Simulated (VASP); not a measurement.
TaN, 2 atoms in the cell. The structure is tetragonal, space group I4/mmm (No. 139). The conventional cell has a = 3.459 Å, b = 3.459 Å, c = 3.459 Å, α = 90.00°, β = 90.00°, γ = 90.00°. Ta (site symmetry 4/mmm) has 2 N at 1.73 Å within 2.3 Å. N (site symmetry 4/mmm) has 2 Ta at 1.73 Å within 2.3 Å.  This cell differs from its parent crystal: ratio of the length along z to the lengths across it x 0.707, volume and fractional coordinates fixed.

```yaml
Program: VASP 6.6.1
Task: single point
Functional: PBEsol
Potentials_or_basis: VASP PAW PBE potentials, release 64 (Ta_pv, N)
Cutoff: 520 eV
k_mesh: 20 × 20 × 20
Occupations: gaussian, width 0.15 eV
Spin: no spin polarisation
Dipole_correction: no
Further_INCAR_settings: ALGO = Normal; EDIFF = 1e-07; NBANDS = 15
```

Potentials or basis: VASP PAW PBE potentials, release 64 (Ta_pv, N).

Launch:

```console
$ cat potpaw_PBE.64/Ta_pv/POTCAR potpaw_PBE.64/N/POTCAR > POTCAR
$ mpirun -np 1 vasp_std > vasp.out
```

Hardware: 1 thread of Intel(R) Xeon(R) Platinum 8259CL CPU @ 2.50GHz (Skylake/Cascade Lake), with other jobs on the host.

Estimate the wall time of this run.

Wall time 3.7 min on 1 thread of Intel(R) Xeon(R) Platinum 8259CL CPU @ 2.50GHz (Skylake/Cascade Lake) (shared host), peak memory 0.32 GiB. Counts: scf iterations 15, k points 641.
